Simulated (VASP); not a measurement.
## LiMo2O5: single point with PBE

The system is LiMo2O5.

```
Li Mo O
1.0
     7.15230    0.00000    0.00000
    -3.57615    6.19407    0.00000
     0.00000    0.00000    4.30415
Li Mo O
1 2 5
Direct
  0.00000 0.00000 0.50000
  0.33333 0.66667 0.50000
  0.66667 0.33333 0.50000
  0.33333 0.66667 0.00000
  0.00000 0.50000 0.50000
  0.50000 0.50000 0.50000
  0.50000 0.00000 0.50000
  0.66667 0.33333 0.00000
```

The cell was built from a structure type or drawn by symmetry, and may not be a known phase.

```
Program                : VASP 6.6.1
Task                   : single point
Functional             : PBE
Potentials or basis    : VASP PAW PBE potentials, release 64 (Li_sv, Mo_sv, O)
Cutoff                 : 520 eV
k mesh                 : 3 × 3 × 4
Occupations            : gaussian, width 0.1 eV
Spin                   : collinear spin
Starting moments       : [0.0, 1.0, 1.0, 0.0, 0.0, 0.0, 0.0, 0.0] μB
Dipole correction      : no
Further INCAR settings : ALGO = Normal; EDIFF = 1e-07; NBANDS = 44
```

```
Net moment                                            : 1.61 μB per cell
Site moments                                          : Li +0.00; Mo +0.71; O +0.03, -0.02 (each value once) μB
Valence electrons inside the program's atomic spheres : Li 1.99; Mo 11.86; O 4.86, 4.90 (each value once)
```

Levels at points of the mesh, in eV from the Fermi level:
Spin up:
```tsv
k point	band 29	band 30	band 31	band 32	band 33	band 34
(0.00, 0.00, 0.00)	-2.08	-1.32	-1.32	-0.80	-0.80	-0.28
(0.00, 0.00, 0.50)	-1.71	-0.86	-0.86	0.65	0.65	0.98
```
Spin down:
```tsv
k point	band 28	band 29	band 30	band 31	band 32	band 33
(0.00, 0.00, 0.00)	-2.01	-2.01	-0.72	-0.72	-0.20	-0.18
(0.00, 0.00, 0.50)	-1.67	-1.67	-0.22	-0.22	1.09	1.09
```

It took 2.6 min on 1 thread of Intel Xeon 8259CL, with other jobs on the host, peak memory 0.39 GiB.

Caveat: the k points lie up to 0.36 Å⁻¹ apart.
